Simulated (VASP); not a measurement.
Input of a VASP 6.6.1 run:

INCAR

```
SYSTEM = B4PdRu2
  PREC = Accurate
  ENCUT = 520
  EDIFF = 1E-6
  ISMEAR = 0
  SIGMA = 0.1
  LREAL = .FALSE.
  LASPH = .TRUE.
  NELM = 100
  ALGO = Normal
  ISIF = 2
  LWAVE = .FALSE.
  LCHARG = .FALSE.
  GGA = PE
  NBANDS = 34
```

Contents of KPOINTS:

```
Automatic mesh
0
G
  12 12 4
  0 0 0
```

Contents of POSCAR:

```
B4PdRu2
1.0
    2.9837181723      0.0000000000      0.0000000000
   -1.4918590862      2.5839757349      0.0000000000
    0.0000000000      0.0000000000      9.9452261733
B Ru Pd
4 2 1
Direct
    0.3333333333      0.6666666667      0.5392033244
    0.6666666667      0.3333333333      0.6056897127
    0.6666666667      0.3333333333      0.1572658107
    0.3333333333      0.6666666667      0.2364983914
    0.6666666667      0.3333333333      0.3829818702
    0.3333333333      0.6666666667      0.0252760244
    0.0000000000      0.0000000000      0.7560848664
```

Potentials or basis: VASP PAW PBE potentials, release 64 (B, Ru_pv, Pd).

The run is started by

```sh
$ cat potpaw_PBE.64/B/POTCAR potpaw_PBE.64/Ru_pv/POTCAR potpaw_PBE.64/Pd/POTCAR > POTCAR
$ mpirun -np 1 vasp_std > vasp.out
```

(1) Predict the band gap on the k mesh.

(2) Predict the pressure.

(3) What does it give for the largest force?

Answers

(1) zero (band 25 reaches 9.21 eV, above the bottom of band 26 at 7.58 eV).

(2) -16.4 GPa.

(3) 0.018 eV/Å.
